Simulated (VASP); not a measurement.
TlSb4F13:

```
Tl Sb F
1.0
    -4.81850    4.81850    3.29200
     4.81850   -4.81850    3.29200
     4.81850    4.81850   -3.29200
Tl Sb F
1 4 13
Direct
  0.50000 0.50000 0.00000
  0.01940 0.29800 0.31740
  0.29800 0.98060 0.27860
  0.98060 0.70200 0.68260
  0.70200 0.01940 0.72140
  0.00000 0.00000 0.00000
  0.59700 0.84700 0.44400
  0.84700 0.40300 0.25000
  0.40300 0.15300 0.55600
  0.15300 0.59700 0.75000
  0.44400 0.33300 0.30500
  0.33300 0.02800 0.88900
  0.02800 0.13900 0.69500
  0.13900 0.44400 0.11100
  0.55600 0.66700 0.69500
  0.66700 0.97200 0.11100
  0.97200 0.86100 0.30500
  0.86100 0.55600 0.88900
```

```yaml
Program: VASP 6.6.1
Task: relaxation of the atoms
Functional: PBE
Potentials_or_basis: VASP PAW PBE potentials, release 64 (Tl_d, Sb, F)
Cutoff: 520 eV
k_mesh: 4 × 4 × 4
Occupations: fermi-dirac, width 0.02 eV
Spin: no spin polarisation
```

At the start: pressure -3.3 GPa; volume 16.99 Å³/atom.

Problem. How do energy, volume and symmetry change on relaxing?

Solution. Over 30 steps the energy falls by 183.3 meV/atom; space group I4/m (No. 87, to 0.05 Å).

Step by step:
| step | energy change (eV) | largest force (eV/Å) | pressure (GPa) |
| --- | --- | --- | --- |
| 1 | 0.0000 | 3.8739 | -3.32 |
| 2 | -2.0681 | 0.9660 | 3.55 |
| 3 | -2.1140 | 0.9801 | 2.40 |
| 4 | -2.3692 | 0.8535 | 2.21 |
| 5 | -2.8502 | 0.5113 | 1.55 |
| 6 | -2.2597 | 1.3098 | 0.14 |
| 7 | -2.9166 | 0.4544 | 1.24 |
| 8 | -3.0758 | 0.5374 | 2.23 |
| 9 | -3.0917 | 0.8298 | 2.69 |
| 10 | -3.1670 | 0.5587 | 2.38 |
| 11 | -3.2377 | 0.2157 | 1.66 |
| 12 | -3.2381 | 0.2269 | 1.72 |
| 13 | -3.2465 | 0.1814 | 1.66 |
| 14 | -3.2645 | 0.1728 | 1.49 |
| 15 | -3.2688 | 0.2886 | 1.18 |
| 16 | -3.2722 | 0.2427 | 1.30 |
| 17 | -3.2793 | 0.0877 | 1.40 |
| 18 | -3.2795 | 0.1044 | 1.43 |
| 19 | -3.2826 | 0.0938 | 1.43 |
| 20 | -3.2896 | 0.0623 | 1.45 |
| 21 | -3.2942 | 0.1162 | 1.50 |
| 22 | -3.2963 | 0.0595 | 1.32 |
| 23 | -3.2966 | 0.0591 | 1.22 |
| 24 | -3.2972 | 0.0515 | 1.24 |
| 25 | -3.2986 | 0.0294 | 1.28 |
| 26 | -3.2990 | 0.0399 | 1.37 |
| 27 | -3.2992 | 0.0264 | 1.34 |
| 28 | -3.2994 | 0.0293 | 1.22 |
| 29 | -3.2994 | 0.0219 | 1.25 |
| 30 | -3.2996 | 0.0157 | 1.26 |

Final structure:
```cif
data_structure
_symmetry_space_group_name_H-M 'P 1'
_symmetry_Int_Tables_number 1
_cell_length_a 7.5679
_cell_length_b 7.5679
_cell_length_c 7.5679
_cell_angle_alpha 100.907
_cell_angle_beta 100.907
_cell_angle_gamma 128.430
_cell_volume 305.73
loop_
_atom_site_label
_atom_site_type_symbol
_atom_site_fract_x
_atom_site_fract_y
_atom_site_fract_z
_atom_site_occupancy
Tl1 Tl 0.50000 0.50000 0.00000 1
Sb1 Sb 0.00781 0.27768 0.28549 1
Sb2 Sb 0.27768 0.99219 0.26987 1
Sb3 Sb 0.99219 0.72232 0.71451 1
Sb4 Sb 0.72232 0.00781 0.73013 1
F1 F 0.00000 0.00000 0.00000 1
F2 F 0.56101 0.87832 0.43933 1
F3 F 0.87832 0.43899 0.31731 1
F4 F 0.43899 0.12168 0.56067 1
F5 F 0.12168 0.56101 0.68269 1
F6 F 0.43056 0.33307 0.32202 1
F7 F 0.33307 0.01105 0.90250 1
F8 F 0.01105 0.10855 0.67798 1
F9 F 0.10855 0.43056 0.09750 1
F10 F 0.56944 0.66693 0.67798 1
F11 F 0.66693 0.98895 0.09750 1
F12 F 0.98895 0.89145 0.32202 1
F13 F 0.89145 0.56944 0.90250 1
```
